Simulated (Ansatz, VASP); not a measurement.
# Two plane-wave programs on P

File INCAR:

```
  PREC = Accurate
  ENCUT = 600
  EDIFF = 1E-7
  ISMEAR = 0
  SIGMA = 0.1
  LREAL = F
  LASPH = T
  NELM = 100
  ALGO = Normal
  ISIF = 3
  LWAVE = F
  LCHARG = F
  GGA = PE
  IBRION = 2
  NSW = 90
  EDIFFG = -0.04
```

Contents of KPOINTS:

```
Automatic mesh
0
Gamma
  6 6 6
```

File POSCAR:

```
P
1.0
    1.7739628200     -4.0987675200      0.0000000000
    1.7739628200      4.0987675200      0.0000000000
    0.0000000000      0.0000000000      3.1431822600
P
3
Direct
    0.6780484600      0.3219515400      0.5000000000
    0.3219515400      0.6780484600      0.5000000000
    0.5000000000      0.5000000000      0.0000000000
```

Input for Ansatz:

```yaml
crystal:
  lattice:
    - [1.77396282, -4.09876752, 0.0]
    - [1.77396282, 4.09876752, 0.0]
    - [0.0, 0.0, 3.14318226]
  atoms:
    - { symbol: P, position: [0.67804846, 0.32195154, 0.5] }
    - { symbol: P, position: [0.32195154, 0.67804846, 0.5] }
    - { symbol: P, position: [0.5, 0.5, 0.0] }
basis:
  ecutwfc: 420
kpoints:
  mp_grid: { grid: [6, 6, 6] }
hamiltonian:
  xc: pbe
scf:
  occupations: { method: gaussian, width: 0.1 }
  lower_state_search: "off"
output:
  forces: true
  stress: true
  eigenvalues: true
relax:
  adjacent_minimum: "off"
  f_tol: 0.04
  max_steps: 70
  cell: { stress_tol: 0.4 }
```

Alike in both runs: task relaxation of cell and atoms; functional PBE; k mesh 6 × 6 × 6; occupations gaussian, width 0.1 eV; no spin polarisation.

```csv
,VASP,Ansatz
version,VASP 6.6.1,Ansatz 0.2.0
potentials or method,"VASP PAW PBE potentials, release 64 (P), cutoff 600 eV","scalar-relativistic, plane waves, PAW"
valence electrons in the cell,15,15
```

|  | VASP | Ansatz | Ansatz less VASP |
| --- | --- | --- | --- |
| gap on the k mesh at the Fermi level, each at its own relaxed structure (eV) | none | none | - |
| relaxed volume (Å³/atom) | 18.48 | 18.45 | -0.030 |
| relaxed length of the cell vector where the two differ most in proportion (Å) | 3.713 | 3.703 | -0.0102 |

A gap of «none» marks a metal or a gap that the smearing closes.

Noted on VASP's run: the volume moved by over 15 % at a fixed basis, so the end points are rough.
